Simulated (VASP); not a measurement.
**MgH2: single point with PBE**

The system is MgH2.

```
Mg H
1.0
     0.00000    0.00000    3.01247
     4.51731    0.00000    0.00000
     0.00000    4.51731    0.00000
Mg H
2 4
Direct
  0.00000 0.00000 0.00000
  0.50000 0.50000 0.50000
  0.00000 0.30422 0.30422
  0.00000 0.69578 0.69578
  0.50000 0.80422 0.19578
  0.50000 0.19578 0.80422
```

| Property | Result |
| --- | --- |
| Program | VASP 6.6.1 |
| Task | single point |
| Functional | PBE |
| Potentials or basis | VASP PAW PBE potentials, release 64 (Mg, H) |
| Cutoff | 520 eV |
| k mesh | 6 × 4 × 4 |
| Occupations | gaussian, width 0.1 eV |
| Spin | no spin polarisation |
| Dipole correction | no |
| Further INCAR settings | ALGO = Normal; EDIFF = 1e-06; NBANDS = 13 |

```json
{"Pressure": "-0.3 GPa", "Largest force": "0.007 eV/Å", "Band gap on the k mesh": "3.88 eV, indirect (least direct gap 4.70 eV)"}
```

Forces in eV/Å, atoms in the order of the input:
```
Mg   0.000  0.000  0.000
Mg   0.000  0.000  0.000
H    0.005  0.005  0.000
H   -0.005 -0.005  0.000
H    0.005 -0.005  0.000
H   -0.005  0.005  0.000
```

Stress tensor (GPa, compression positive):
```
-0.25  0.00  0.00
 0.00 -0.25  0.00
 0.00  0.00 -0.33
```

Levels at points of the mesh, in eV from the valence-band top:
```
           k point  band 2  band 3  band 4  band 5  band 6  band 7
(0.00, 0.00, 0.00)   -1.42   -1.42   -0.40    4.77    5.03    9.17
(0.50, 0.00, 0.00)   -2.96   -0.05   -0.05    6.34    6.34    6.84
(0.00, 0.50, 0.00)   -4.78   -0.48   -0.48    5.36    5.36   10.09
(0.50, 0.50, 0.00)   -2.22   -1.04   -1.04    5.20    5.20    6.83
(0.00, 0.50, 0.50)   -3.71   -2.69   -2.69    9.06    9.06    9.21
(0.50, 0.50, 0.50)   -1.84   -0.90   -0.90    3.88    3.88    4.23
```

Run time: 9.4 s on 1 thread of Intel(R) Xeon(R) 6975P-C (Granite Rapids), with other jobs on the host, peak memory 0.18 GiB.

A k mesh can miss the band edges. PBE gaps usually lie below the measured ones, often by a third to a half.
